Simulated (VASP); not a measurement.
# Ti in VASP: a series of runs

The runs below take Ti through single point, with r2SCAN.

Program: VASP 6.6.1. These are calculated values, not measurements. Logs are shortened: lines on timing, memory, paths and dates and some standing lists are left out, and cuts for length are marked.

## 1. The cell of the first run

Symmetry: I4/mmm, No. 139, tetragonal system. Conventional cell: a = 3.284 Å, b = 3.284 Å, c = 3.157 Å, α = 90.00°, β = 90.00°, γ = 90.00°. Ti (site symmetry 4/mmm) has 14 Ti at 2.81 to 3.28 Å within 3.7 Å.

## 2. Single point, r2SCAN (biaxial strain in the a-b plane: +1.0 %, then relaxed in part)

POSCAR reads:

```
Ti
1.0
    3.2843076419      0.0000000000      0.0000000000
    0.0000000000      3.2843076419      0.0000000000
    0.0000000000      0.0000000000      3.1572225198
Ti
2
Direct
    0.0000000000      0.0000000000      0.0000000000
    0.5000000000      0.5000000000      0.5000000000
```

INCAR.step1 reads:

```
SYSTEM = Ti
PREC = Accurate
ENCUT = 520
ISMEAR = 0
SIGMA = 0.1
LREAL = .False.
LASPH = .True.
NELM = 80
NBANDS = 19
GGA = PE
ALGO = Normal
EDIFF = 1E-4
LWAVE = .True.
LCHARG = .False.
```

INCAR.step2 reads:

```
SYSTEM = Ti
PREC = Accurate
ENCUT = 520
EDIFF = 1E-7
ISMEAR = 0
SIGMA = 0.1
LREAL = .False.
LASPH = .True.
NELM = 80
ALGO = Normal
ISIF = 2
LWAVE = .False.
LCHARG = .False.
METAGGA = R2SCAN
LMIXTAU = .True.
NBANDS = 19
ISTART = 1
```

KPOINTS reads:

```
regular mesh
0
Gamma
  16 16 16
  0 0 0
```

Potentials or basis: VASP PAW PBE potentials, release 64 (Ti_sv).

Run with:

```sh
$ cat potpaw_PBE.64/Ti_sv/POTCAR > POTCAR
$ cp INCAR.step1 INCAR
$ mpirun -np 1 vasp_std > vasp.out
$ cp INCAR.step2 INCAR
$ mpirun -np 1 vasp_std > vasp.out
```

OUTCAR:

```text
SYSTEM = Ti
   PREC = Accurate
   ENCUT = 520
   EDIFF = 1E-7
   ISMEAR = 0
   LREAL = .False.
   LASPH = .True.
   NELM = 80
   ISIF = 2
   METAGGA = R2SCAN
   ISTART = 1

 ion  position               nearest neighbor table
   1  0.000  0.000  0.000-   2 2.81   2 2.81   2 2.81   2 2.81   2 2.81   2 2.81   2 2.81   2 2.81

   2  0.500  0.500  0.500-   1 2.81   1 2.81   1 2.81   1 2.81   1 2.81   1 2.81   1 2.81   1 2.81

  LATTYP: Found a simple tetragonal cell.
 ALAT       =     3.2843076419
 C/A-ratio  =     0.9613053538

  Lattice vectors:

 A1 = (   3.2843076419,   0.0000000000,   0.0000000000)
 A2 = (   0.0000000000,   3.2843076419,   0.0000000000)
 A3 = (   0.0000000000,   0.0000000000,   3.1572225198)

Analysis of symmetry for initial positions (statically):
=====================================================================
 Subroutine PRICEL returns following result:

  LATTYP: Found a body centered tetragonal cell.
 ALAT       =     3.2843076419
 C/A-ratio  =     0.9613053538

  Lattice vectors:

 A1 = (  -1.6421538209,  -1.6421538209,  -1.5786112599)
 A2 = (   1.6421538209,   1.6421538209,  -1.5786112599)
 A3 = (   1.6421538209,  -1.6421538209,   1.5786112599)

   2 primitive cells build up your supercell.

 Routine SETGRP: Setting up the symmetry group for a
 simple tetragonal supercell.

 Subroutine GETGRP returns: Found 16 space group operations
 (whereof 16 operations were pure point group operations)
 out of a pool of 16 trial point group operations.

The static configuration has the point symmetry D_4h.

Analysis of symmetry for dynamics (positions and initial velocities):
=====================================================================
 Subroutine PRICEL returns following result:

  LATTYP: Found a body centered tetragonal cell.
 ALAT       =     3.2843076419
 C/A-ratio  =     0.9613053538

  Lattice vectors:

 A1 = (  -1.6421538209,  -1.6421538209,  -1.5786112599)
 A2 = (   1.6421538209,   1.6421538209,  -1.5786112599)
 A3 = (   1.6421538209,  -1.6421538209,   1.5786112599)

   2 primitive cells build up your supercell.

 Routine SETGRP: Setting up the symmetry group for a
 simple tetragonal supercell.

 Subroutine GETGRP returns: Found 16 space group operations
 (whereof 16 operations were pure point group operations)
 out of a pool of 16 trial point group operations.

The dynamic configuration has the point symmetry D_4h.

 Subroutine INISYM returns: Found 16 space group operations
 (whereof 16 operations are pure point group operations),
 and found     2 'primitive' translations

----------------------------------------------------------------------------------------

                                     Primitive cell

  volume of cell :      17.0280

  direct lattice vectors                    reciprocal lattice vectors
    -1.642153821 -1.642153821 -1.578611260    -0.000000000 -0.304478176 -0.316734089
     1.642153821  1.642153821 -1.578611260     0.304478176  0.000000000 -0.316734089
     1.642153821 -1.642153821  1.578611260     0.304478176 -0.304478176  0.000000000

  length of vectors
     2.808086867  2.808086867  2.808086867     0.439348885  0.439348885  0.430597166

  position of ions in fractional coordinates (direct lattice)
     0.000000000  0.000000000  0.000000000

  ion indices of the primitive-cell ions
   primitive index   ion index
                 1           1

----------------------------------------------------------------------------------------

 KPOINTS: regular mesh

Automatic generation of k-mesh.
 Grid dimensions read from file:
 generate k-points for:   16   16   16

 Generating k-lattice:

  Cartesian coordinates                     Fractional coordinates (reciprocal lattice)
     0.019029886  0.000000000  0.000000000     0.062500000  0.000000000  0.000000000
     0.000000000  0.019029886  0.000000000     0.000000000  0.062500000  0.000000000
     0.000000000  0.000000000  0.019795881     0.000000000  0.000000000  0.062500000

  Length of vectors
     0.019029886  0.019029886  0.019795881

  Shift w.r.t. Gamma in fractional coordinates (k-lattice)
     0.000000000  0.000000000  0.000000000

 Subroutine IBZKPT returns following result:
 ===========================================

 Found    405 irreducible k-points:

 Following reciprocal coordinates:
            Coordinates               Weight
  0.000000  0.000000  0.000000      1.000000
  0.062500  0.000000  0.000000      4.000000
  0.125000  0.000000  0.000000      4.000000
  0.187500  0.000000  0.000000      4.000000
  0.250000  0.000000  0.000000      4.000000
  0.312500  0.000000  0.000000      4.000000
[... 16 lines left out ...]
  0.437500  0.125000  0.000000      8.000000
  0.500000  0.125000  0.000000      4.000000
 [... further k-points ...]
   k-points           NKPTS =    405   k-points in BZ     NKDIM =    405   number of bands    NBANDS=     19
   number of dos      NEDOS =    301   number of ions     NIONS =      2
   total plane-waves  NPLWV =  13824
   dimension x,y,z NGX =    24 NGY =   24 NGZ =   24
   dimension x,y,z NGXF=    48 NGYF=   48 NGZF=   48
   ions per type =               2
   NGX,Y,Z   is equivalent  to a cutoff of  12.15, 12.15, 12.64 a.u.
   NGXF,Y,Z  is equivalent  to a cutoff of  24.30, 24.30, 25.27 a.u.
 SYSTEM =  Ti
   PREC   = accura    normal or accurate (medium, high low for compatibility)
   ISTART =      1    job   : 0-new  1-cont  2-samecut
   ICHARG =      0    charge: 1-file 2-atom 10-const
   ISPIN  =      1    spin polarized calculation?
   LNONCOLLINEAR =      F non collinear calculations
   LSORBIT =      F    spin-orbit coupling
   LASPH  =      T    aspherical Exc in radial PAW
   ENCUT  =  520.0 eV  38.22 Ry    6.18 a.u.   6.11  6.11  5.87*2*pi/ulx,y,z
   NELM   =     80;   NELMIN=  2; NELMDL=  0     # of ELM steps
   EDIFF  = 0.1E-06   stopping-criterion for ELM
   LREAL  =      F    real-space projection
   EDIFFG = 0.1E-05   stopping-criterion for IOM
   NSW    =      0    number of steps for IOM
   IBRION =     -1    ionic relax: 0-MD 1-quasi-New 2-CG
   NFREE  =      0    steps in history (QN), initial steepest desc. (CG)
   ISIF   =      2    stress and relaxation
   ISYM   =      2    0-nonsym 1-usesym 2-fastsym
   POTIM  = 0.5000    time-step for ionic-motion
   TEBEG  =    0.0;   TEEND  =   0.0 temperature during run
   PSTRESS=    0.0 pullay stress
   NELECT =      24.0000    total number of electrons
   NUPDOWN=      -1.0000    fix difference up-down
   EMIN   =  10.00;   EMAX   =-10.00  energy-range for DOS
   EFERMI =   0.00;   METHOD = LEGACY
   ISMEAR =     0;   SIGMA  =   0.10  broadening in eV -4-tet -1-fermi 0-gaus
   EFERMI_NEDOS =   21; number of points for ismear=-14 and -15
   IALGO  =     38    algorithm
   IMIX   =      4    mixing-type and parameters
     AMIX     =   0.40;   BMIX     =  1.00
     AMIX_MAG =   1.60;   BMIX_MAG =  1.00
  volume/ion in A,a.u.               =      17.03       114.91
  Fermi-wavevector in a.u.,A,eV,Ry     =   1.456848  2.753044 28.877095  2.122407
  Thomas-Fermi vector in A             =   2.573718
   LORBIT       =      0    0 simple, 1 ext, 2 COOP (PROOUT), +10 PAW based schemes
   METAGGA = R2SCAN    functional components
   LHFCALC =     F    Hartree Fock is set to
   AEXX    =    0.0000 exact exchange contribution
   IVDW    =     0    specifies the selected vdW correction
   LEPSILON=     F    determine dielectric tensor
   LRPA    =     F    only Hartree local field effects (RPA)
 non-spin polarized calculation
 Gauss-broadening in eV      SIGMA  =   0.10
  energy-cutoff  :      520.00
  volume of cell :       34.06
 maximum number of plane-waves:       944
   NGX = 13   NGY = 13   NGZ = 11

 number of electron      24.0000006 magnetization

 Free energy of the ion-electron system (eV)
  ---------------------------------------------------
  ext. energy  EPLUGINS =         0.00000000
  ---------------------------------------------------
  free energy    TOTEN  =       -25.64023794 eV

  energy without entropy =      -25.61886256  energy(sigma->0) =      -25.62955025

 E-fermi :   8.3368     XC(G=0): -12.5014

 val. band max:        8.3366462917   @ k =   0.3750   0.1250   0.1875
 cond. band min:       8.3374105809   @ k =   0.2500   0.1875   0.3125
 fundamental gap:      0.0007642892
 Fermi energy:         8.3368207568

 k-point     1 :       0.0000    0.0000    0.0000
  band No.  band energies     occupation
      1     -50.5392      2.00000
      2     -50.2898      2.00000
      3     -25.8367      2.00000
      4     -25.8367      2.00000
      5     -25.7818      2.00000
      6     -25.3207      2.00000
[... 11 lines left out ...]
     18      12.5375      0.00000
     19      12.5880      0.00000

 k-point     2 :       0.0625    0.0000    0.0000
  band No.  band energies     occupation
      1     -50.5365      2.00000
      2     -50.2918      2.00000
      3     -25.8365      2.00000
      4     -25.8315      2.00000
      5     -25.7771      2.00000
      6     -25.3282      2.00000
[... 11 lines left out ...]
     18      12.4385      0.00000
     19      12.5054      0.00000

 k-point     3 :       0.1250    0.0000    0.0000
  band No.  band energies     occupation
      1     -50.5284      2.00000
      2     -50.2979      2.00000
      3     -25.8354      2.00000
      4     -25.8161      2.00000
      5     -25.7632      2.00000
      6     -25.3573      2.00000
[... 11 lines left out ...]
     18      12.1241      0.00000
     19      12.4107      0.00000

 k-point     4 :       0.1875    0.0000    0.0000
  band No.  band energies     occupation
      1     -50.5155      2.00000
      2     -50.3079      2.00000
      3     -25.8319      2.00000
      4     -25.7911      2.00000
      5     -25.7409      2.00000
      6     -25.4025      2.00000
[... 11 lines left out ...]
     18      11.7252      0.00000
     19      12.2586      0.00000

 k-point     5 :       0.2500    0.0000    0.0000
  band No.  band energies     occupation
      1     -50.4982      2.00000
      2     -50.3216      2.00000
      3     -25.8238      2.00000
      4     -25.7576      2.00000
      5     -25.7109      2.00000
      6     -25.4595      2.00000
[... 11 lines left out ...]
     18      11.6685      0.00000
     19      12.0572      0.00000

 k-point     6 :       0.3125    0.0000    0.0000
  band No.  band energies     occupation
      1     -50.4776      2.00000
      2     -50.3388      2.00000
      3     -25.8089      2.00000
      4     -25.7171      2.00000
      5     -25.6747      2.00000
      6     -25.5232      2.00000
[... 11 lines left out ...]
     18      11.7659      0.00000
     19      11.8168      0.00000

 k-point     7 :       0.3750    0.0000    0.0000
  band No.  band energies     occupation
      1     -50.4545      2.00000
      2     -50.3589      2.00000
      3     -25.7848      2.00000
      4     -25.6712      2.00000
      5     -25.6337      2.00000
      6     -25.5885      2.00000
[... 11 lines left out ...]
     18      11.5487      0.00000
     19      11.8616      0.00000

 k-point     8 :       0.4375    0.0000    0.0000
  band No.  band energies     occupation
      1     -50.4301      2.00000
      2     -50.3813      2.00000
      3     -25.7504      2.00000
      4     -25.6504      2.00000
      5     -25.6218      2.00000
      6     -25.5896      2.00000
[... 256 lines left out ...]
 k-point    20 :       0.2500    0.1250    0.0000
  band No.  band energies     occupation
      1     -50.4901      2.00000
      2     -50.3269      2.00000
      3     -25.8880      2.00000
      4     -25.6972      2.00000
      5     -25.6816      2.00000
      6     -25.5545      2.00000
[... 11 lines left out ...]
     18      11.5870      0.00000
     19      12.4493      0.00000

 k-point    21 :       0.3125    0.1250    0.0000
  band No.  band energies     occupation
      1     -50.4708      2.00000
      2     -50.3425      2.00000
      3     -25.8836      2.00000
      4     -25.6635      2.00000
      5     -25.6358      2.00000
      6     -25.6225      2.00000
[... 11 lines left out ...]
     18      11.6923      0.00000
     19      12.2668      0.00000

 k-point    22 :       0.3750    0.1250    0.0000
  band No.  band energies     occupation
      1     -50.4494      2.00000
      2     -50.3610      2.00000
      3     -25.8682      2.00000
      4     -25.6888      2.00000
      5     -25.6254      2.00000
      6     -25.5875      2.00000
[... 11 lines left out ...]
     18      11.8028      0.00000
     19      12.0358      0.00000

 k-point    23 :       0.4375    0.1250    0.0000
  band No.  band energies     occupation
      1     -50.4267      2.00000
      2     -50.3816      2.00000
      3     -25.8406      2.00000
      4     -25.7493      2.00000
      5     -25.5845      2.00000
      6     -25.5383      2.00000
[... 11 lines left out ...]
     18      11.7734      0.00000
     19      11.9279      0.00000

 k-point    24 :       0.5000    0.1250    0.0000
  band No.  band energies     occupation
      1     -50.4038      2.00000
      2     -50.4038      2.00000
      3     -25.8006      2.00000
      4     -25.8006      2.00000
      5     -25.5426      2.00000
      6     -25.5426      2.00000
[... 11 lines left out ...]
     18      11.4945      0.00000
     19      12.1137      0.00000

 [... further k-points ...]

------------------------ aborting loop because EDIFF is reached ----------------------------------------

  FORCE on cell =-STRESS in cart. coord.  units (eV):
  Direction    XX          YY          ZZ          XY          YZ          ZX
  --------------------------------------------------------------------------------------
  -------------------------------------------------------------------------------------
  Total        0.4571477      0.4571477      0.0900668      0.0000000      0.0000000      0.0000000
  in kB       21.5067264     21.5067264      4.2372324      0.0000000      0.0000000      0.0000000
  external PRESSURE =      15.7502284 kB  Pullay stress =       0.0000000 kB

 VOLUME and BASIS-vectors are now :
 -----------------------------------------------------------------------------
  energy-cutoff  :      520.00
  volume of cell :       34.06
      direct lattice vectors                 reciprocal lattice vectors
     3.284307642  0.000000000  0.000000000     0.304478176  0.000000000  0.000000000
     0.000000000  3.284307642  0.000000000     0.000000000  0.304478176  0.000000000
     0.000000000  0.000000000  3.157222520     0.000000000  0.000000000  0.316734089

 POSITION                                       TOTAL-FORCE (eV/Angst)
 -----------------------------------------------------------------------------------
      0.00000      0.00000      0.00000         0.000000     -0.000000      0.000000
      1.64215      1.64215      1.57861        -0.000000      0.000000     -0.000000
 -----------------------------------------------------------------------------------
    total drift:                                0.000000      0.000000     -0.000000

  FREE ENERGIE OF THE ION-ELECTRON SYSTEM (eV)
  ---------------------------------------------------
  free  energy   TOTEN  =       -25.6402379417 eV

  energy  without entropy=      -25.6188625579  energy(sigma->0) =      -25.62955025
```

Run time: 10 min. Hardware: 1 thread of AMD EPYC 7R13 (Zen 3), shared host; peak memory 0.28 GiB.

Results:

```
Free energy            : -25.6402 eV
Pressure               : 1.6 GPa
Band gap on the k mesh : zero (bands 12 and 13 overlap by 1.81 eV)
```

Caveat: the cell differs from its parent crystal (biaxial strain in the a-b plane: +1.0 %, then relaxed in part); the PAW data sets were made with another functional, which shifts forces and pressure a little.

(Part 1 of 2 ends here.)
